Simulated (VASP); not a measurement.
# Ti2SiGe2 (R-3m) in VASP: single point with PBE

Aim: the single point of Ti2SiGe2 with PBE.

Program: VASP 6.6.1. These are calculated values, not measurements. Logs are shortened: lines on timing, memory, paths and dates and some standing lists are left out, and cuts for length are marked.

## 1. The cell of the first run

Symmetry: R-3m, No. 166, trigonal system. Conventional cell: a = 3.178 Å, b = 3.178 Å, c = 29.498 Å, α = 90.00°, β = 90.00°, γ = 120.00°. Ti (site symmetry 3m) has 3 Ge at 2.76 Å and 9 Ti at 2.81 to 3.18 Å within 3.6 Å. Within 3.4 Å of Si (site symmetry -3m) lie 6 Ge at 2.56 Å and 6 Si at 3.18 Å. Ge (site symmetry 3m) has 3 Si at 2.56 Å and 3 Ti at 2.76 Å and 6 Ge at 3.18 Å within 3.4 Å.

## 2. Single point, PBE

POSCAR reads:

```
Ti2SiGe2
1.0
    1.5890951676      0.9174645228      9.8328129471
   -1.5890951676      0.9174645228      9.8328129471
    0.0000000000     -1.8349290456      9.8328129471
Ti Si Ge
2 1 2
Direct
    0.2027513840      0.2027513840      0.2027513840
    0.7972486160      0.7972486160      0.7972486160
    0.0000000000      0.0000000000      0.0000000000
    0.3938006045      0.3938006045      0.3938006045
    0.6061993955      0.6061993955      0.6061993955
```

INCAR.step1 reads:

```
SYSTEM = Ti2SiGe2
  ALGO = Normal
  EDIFF = 1E-6
  ENCUT = 520
  GGA = PE
  ISIF = 2
  ISMEAR = 0
  LASPH = .TRUE.
  LCHARG = .TRUE.
  LMAXMIX = 4
  LREAL = .FALSE.
  LUSENCCL = .FALSE.
  LWAVE = .FALSE.
  NBANDS = 36
  NELM = 100
  PREC = Accurate
  SIGMA = 0.1
```

KPOINTS.step1 reads:

```
k-points
0
G
  12 12 12
  0 0 0
```

INCAR.step2 reads:

```
SYSTEM = Ti2SiGe2
  ALGO = Normal
  EDIFF = 1E-6
  ENCUT = 520
  GGA = PE
  ICHARG = 11
  ISIF = 2
  ISMEAR = -5
  LASPH = .TRUE.
  LCHARG = .FALSE.
  LMAXMIX = 4
  LORBIT = 11
  LREAL = .FALSE.
  LUSENCCL = .FALSE.
  LWAVE = .FALSE.
  NBANDS = 36
  NEDOS = 1001
  NELM = 100
  PREC = Accurate
  SIGMA = 0.1
```

KPOINTS.step2 reads:

```
k-points
0
G
  18 18 18
  0 0 0
```

Potentials or basis: VASP PAW PBE potentials, release 64 (Ti_sv, Si, Ge_d).

Run with:

```sh
$ cat potpaw_PBE.64/Ti_sv/POTCAR potpaw_PBE.64/Si/POTCAR potpaw_PBE.64/Ge_d/POTCAR > POTCAR
$ cp INCAR.step1 INCAR
$ cp KPOINTS.step1 KPOINTS
$ mpirun -np 1 vasp_std > vasp.out
$ cp INCAR.step2 INCAR
$ cp KPOINTS.step2 KPOINTS
$ mpirun -np 1 vasp_std > vasp.out
```

OUTCAR:

```text
SYSTEM = Ti2SiGe2
   EDIFF = 1E-6
   ENCUT = 520
   GGA = PE
   ICHARG = 11
   ISIF = 2
   ISMEAR = -5
   LASPH = .TRUE.
   LORBIT = 11
   LREAL = .FALSE.
   NELM = 100
   PREC = Accurate

 ion  position               nearest neighbor table
   1  0.203  0.203  0.203-   5 2.76   5 2.76   5 2.76   2 2.81   2 2.81   2 2.81
   2  0.797  0.797  0.797-   4 2.76   4 2.76   4 2.76   1 2.81   1 2.81   1 2.81
   3  0.000  0.000  0.000-   5 2.56   5 2.56   4 2.56   4 2.56   5 2.56   4 2.56
   4  0.394  0.394  0.394-   3 2.56   3 2.56   3 2.56   2 2.76   2 2.76   2 2.76
   5  0.606  0.606  0.606-   3 2.56   3 2.56   3 2.56   1 2.76   1 2.76   1 2.76

  LATTYP: Found a trigonal (rhomboedric) cell.
 ALAT       =    10.0025584255
 COS(alpha) =     0.9495213634

  Lattice vectors:

 A1 = (   1.5890951676,   0.9174645228,   9.8328129471)
 A2 = (  -1.5890951676,   0.9174645228,   9.8328129471)
 A3 = (   0.0000000000,  -1.8349290456,   9.8328129471)

Analysis of symmetry for initial positions (statically):
=====================================================================
 Subroutine PRICEL returns:
 Original cell was already a primitive cell.

 Routine SETGRP: Setting up the symmetry group for a
 trigonal (rhombohedral) supercell.

 Subroutine GETGRP returns: Found 12 space group operations
 (whereof 12 operations were pure point group operations)
 out of a pool of 12 trial point group operations.

The static configuration has the point symmetry D_3d.

Analysis of symmetry for dynamics (positions and initial velocities):
=====================================================================
 Subroutine PRICEL returns:
 Original cell was already a primitive cell.

 Routine SETGRP: Setting up the symmetry group for a
 trigonal (rhombohedral) supercell.

 Subroutine GETGRP returns: Found 12 space group operations
 (whereof 12 operations were pure point group operations)
 out of a pool of 12 trial point group operations.

The dynamic configuration has the point symmetry D_3d.

 Subroutine INISYM returns: Found 12 space group operations
 (whereof 12 operations are pure point group operations),
 and found     1 'primitive' translations

----------------------------------------------------------------------------------------

                                     Primitive cell

  volume of cell :      86.0138

  direct lattice vectors                    reciprocal lattice vectors
     1.589095168  0.917464523  9.832812947     0.314644466  0.181660067  0.033900099
    -1.589095168  0.917464523  9.832812947    -0.314644466  0.181660067  0.033900099
     0.000000000 -1.834929046  9.832812947     0.000000000 -0.363320134  0.033900099

  length of vectors
    10.002558425 10.002558425 10.002558425     0.364898255  0.364898255  0.364898255

  position of ions in fractional coordinates (direct lattice)
     0.202751384  0.202751384  0.202751384
     0.797248616  0.797248616  0.797248616
     0.000000000  0.000000000  0.000000000
     0.393800605  0.393800605  0.393800605
     0.606199395  0.606199395  0.606199395

  ion indices of the primitive-cell ions
   primitive index   ion index
                 1           1
                 2           2
                 3           3
                 4           4
                 5           5

----------------------------------------------------------------------------------------

 KPOINTS: k-points

Automatic generation of k-mesh.
 Grid dimensions read from file:
 generate k-points for:   18   18   18

 Generating k-lattice:

  Cartesian coordinates                     Fractional coordinates (reciprocal lattice)
     0.017480248  0.010092226  0.001883339     0.055555556  0.000000000  0.000000000
    -0.017480248  0.010092226  0.001883339     0.000000000  0.055555556  0.000000000
     0.000000000 -0.020184452  0.001883339     0.000000000  0.000000000  0.055555556

  Length of vectors
     0.020272125  0.020272125  0.020272125

  Shift w.r.t. Gamma in fractional coordinates (k-lattice)
     0.000000000  0.000000000  0.000000000

 TETIRR: Found   2916 inequivalent tetrahedra from    34992

 Subroutine IBZKPT returns following result:
 ===========================================

 Found    580 irreducible k-points:

 Following reciprocal coordinates:
            Coordinates               Weight
  0.000000  0.000000  0.000000      1.000000
  0.055556  0.000000  0.000000      6.000000
  0.111111  0.000000  0.000000      6.000000
  0.166667  0.000000  0.000000      6.000000
  0.222222  0.000000  0.000000      6.000000
  0.277778  0.000000  0.000000      6.000000
[... 16 lines left out ...]
 -0.277778  0.055556  0.000000     12.000000
 -0.222222  0.055556  0.000000     12.000000
 [... further k-points ...]
   k-points           NKPTS =    580   k-points in BZ     NKDIM =    580   number of bands    NBANDS=     36
   number of dos      NEDOS =   1001   number of ions     NIONS =      5
   total plane-waves  NPLWV = 512000
   dimension x,y,z NGX =    80 NGY =   80 NGZ =   80
   dimension x,y,z NGXF=   160 NGYF=  160 NGZF=  160
   ions per type =               2   1   2
   NGX,Y,Z   is equivalent  to a cutoff of  13.30, 13.30, 13.30 a.u.
   NGXF,Y,Z  is equivalent  to a cutoff of  26.59, 26.59, 26.59 a.u.
 SYSTEM =  Ti2SiGe2
   PREC   = accura    normal or accurate (medium, high low for compatibility)
   ISTART =      0    job   : 0-new  1-cont  2-samecut
   ICHARG =     11    charge: 1-file 2-atom 10-const
   ISPIN  =      1    spin polarized calculation?
   LNONCOLLINEAR =      F non collinear calculations
   LSORBIT =      F    spin-orbit coupling
   LASPH  =      T    aspherical Exc in radial PAW
   ENCUT  =  520.0 eV  38.22 Ry    6.18 a.u.  18.60 18.60 18.60*2*pi/ulx,y,z
   NELM   =    100;   NELMIN=  2; NELMDL=  0     # of ELM steps
   EDIFF  = 0.1E-05   stopping-criterion for ELM
   LREAL  =      F    real-space projection
[... 7 lines left out ...]
   TEBEG  =    0.0;   TEEND  =   0.0 temperature during run
   PSTRESS=    0.0 pullay stress
   NELECT =      56.0000    total number of electrons
   NUPDOWN=      -1.0000    fix difference up-down
   EMIN   =  10.00;   EMAX   =-10.00  energy-range for DOS
   EFERMI =   0.00;   METHOD = LEGACY
   ISMEAR =    -5;   SIGMA  =   0.10  broadening in eV -4-tet -1-fermi 0-gaus
   EFERMI_NEDOS =   21; number of points for ismear=-14 and -15
   IALGO  =     38    algorithm
   IMIX   =      4    mixing-type and parameters
     AMIX     =   0.40;   BMIX     =  1.00
     AMIX_MAG =   1.60;   BMIX_MAG =  1.00
  volume/ion in A,a.u.               =      17.20       116.09
  Fermi-wavevector in a.u.,A,eV,Ry     =   1.418888  2.681309 27.391834  2.013243
  Thomas-Fermi vector in A             =   2.539966
   LORBIT       =     11    0 simple, 1 ext, 2 COOP (PROOUT), +10 PAW based schemes
   GGA     = PE    functional components
   LHFCALC =     F    Hartree Fock is set to
   AEXX    =    0.0000 exact exchange contribution
   IVDW    =     0    specifies the selected vdW correction
   LEPSILON=     F    determine dielectric tensor
   LRPA    =     F    only Hartree local field effects (RPA)
 non-spin polarized calculation
 Fermi weights with tetrahedron method with Bloechl corrections
  energy-cutoff  :      520.00
  volume of cell :       86.01
 maximum number of plane-waves:      2340
 NGX is ok and might be reduce to    80

 number of electron      56.0000011 magnetization

 Free energy of the ion-electron system (eV)
  ---------------------------------------------------
  ext. energy  EPLUGINS =         0.00000000
  ---------------------------------------------------
  free energy    TOTEN  =       -29.65474391 eV

  energy without entropy =      -29.65474391  energy(sigma->0) =      -29.65474391

 E-fermi :   8.0083     XC(G=0): -11.3873

 val. band max:        8.0769050354   @ k =  -0.4444  -0.4444   0.2222
 cond. band min:       7.9941382666   @ k =  -0.4444   0.4444   0.0000
 fundamental gap:     -0.0827667688
 Fermi energy:         8.0083292698

 k-point     1 :       0.0000    0.0000    0.0000
  band No.  band energies     occupation
      1     -48.9563      2.00000
      2     -48.8700      2.00000
      3     -25.3869      2.00000
      4     -25.0684      2.00000
      5     -25.0684      2.00000
      6     -25.0278      2.00000
[... 28 lines left out ...]
     35      11.6546      0.00000
     36      12.0554      0.00000

 k-point     2 :       0.0556    0.0000    0.0000
  band No.  band energies     occupation
      1     -48.9549      2.00000
      2     -48.8698      2.00000
      3     -25.3847      2.00000
      4     -25.0843      2.00000
      5     -25.0708      2.00000
      6     -25.0197      2.00000
[... 28 lines left out ...]
     35      11.3232      0.00000
     36      12.1306      0.00000

 k-point     3 :       0.1111    0.0000    0.0000
  band No.  band energies     occupation
      1     -48.9509      2.00000
      2     -48.8692      2.00000
      3     -25.3784      2.00000
      4     -25.1171      2.00000
      5     -25.0777      2.00000
      6     -25.0115      2.00000
[... 28 lines left out ...]
     35      10.7659      0.00000
     36      11.4982      0.00000
[... 742 lines left out ...]
 k-point    23 :      -0.2778    0.0556    0.0000
  band No.  band energies     occupation
      1     -48.9218      2.00000
      2     -48.8678      2.00000
      3     -25.3481      2.00000
      4     -25.2631      2.00000
      5     -25.1309      2.00000
      6     -25.0802      2.00000
[... 28 lines left out ...]
     35      10.5507      0.00000
     36      10.8375      0.00000

 k-point    24 :      -0.2222    0.0556    0.0000
  band No.  band energies     occupation
      1     -48.9311      2.00000
      2     -48.8675      2.00000
      3     -25.3541      2.00000
      4     -25.2230      2.00000
      5     -25.1169      2.00000
      6     -25.0623      2.00000
[... 28 lines left out ...]
     35      10.5002      0.00000
     36      10.7819      0.00000

 [... further k-points ...]

------------------------ aborting loop because EDIFF is reached ----------------------------------------

  FORCE on cell =-STRESS in cart. coord.  units (eV):
  Direction    XX          YY          ZZ          XY          YZ          ZX
  --------------------------------------------------------------------------------------
  -------------------------------------------------------------------------------------
  Total        0.0386171      0.0386171     -0.1244693      0.0000000      0.0000000      0.0000000
  in kB        0.7193196      0.7193196     -2.3184870      0.0000000      0.0000000      0.0000000
  external PRESSURE =      -0.2932826 kB  Pullay stress =       0.0000000 kB

 VOLUME and BASIS-vectors are now :
 -----------------------------------------------------------------------------
  energy-cutoff  :      520.00
  volume of cell :       86.01
      direct lattice vectors                 reciprocal lattice vectors
     1.589095168  0.917464523  9.832812947     0.314644466  0.181660067  0.033900099
    -1.589095168  0.917464523  9.832812947    -0.314644466  0.181660067  0.033900099
     0.000000000 -1.834929046  9.832812947     0.000000000 -0.363320134  0.033900099

 POSITION                                       TOTAL-FORCE (eV/Angst)
 -----------------------------------------------------------------------------------
      0.00000      0.00000      5.98085         0.000000      0.000000      0.067977
      0.00000      0.00000     23.51759         0.000000      0.000000     -0.067977
      0.00000      0.00000      0.00000         0.000000      0.000000      0.000000
      0.00000      0.00000     11.61650         0.000000      0.000000     -0.032335
      0.00000      0.00000     17.88194         0.000000      0.000000      0.032335
 -----------------------------------------------------------------------------------
    total drift:                               -0.000000      0.000000     -0.000000

  FREE ENERGIE OF THE ION-ELECTRON SYSTEM (eV)
  ---------------------------------------------------
  free  energy   TOTEN  =       -29.6547439087 eV

  energy  without entropy=      -29.6547439087  energy(sigma->0) =      -29.65474391

 total charge

# of ion       s       p       d       tot
------------------------------------------
    1        2.209   6.107   1.852  10.169
    2        2.209   6.107   1.852  10.169
    3        0.832   0.751   0.000   1.583
    4        1.173   1.171  10.039  12.383
    5        1.173   1.171  10.039  12.383
--------------------------------------------------
tot          7.598  15.307  23.782  46.688
```

Run time: 30 min. Hardware: 1 × NVIDIA H100 80GB with 1 thread of AMD EPYC 7R13 (Zen 3), shared host; peak memory 3 GiB.

What came out:

```
Valence electrons inside the program's atomic spheres : Ti 10.17; Si 1.58; Ge 12.38
```

Levels at points of the mesh, in eV from the Fermi level:
```csv
k point,band 25,band 26,band 27,band 28,band 29,band 30,band 31,band 32
"(0.00, 0.00, 0.00)",0.39,0.39,0.50,0.50,1.22,1.84,1.84,2.23
"(0.50, 0.00, 0.00)",-1.75,-1.60,-0.90,-0.13,0.15,0.78,1.02,1.49
"(0.50, 0.50, 0.00)",-1.86,-0.90,-0.74,-0.35,0.47,0.68,0.88,0.93
"(0.50, 0.50, 0.50)",0.39,0.39,0.50,0.50,1.22,1.84,1.84,2.22
```
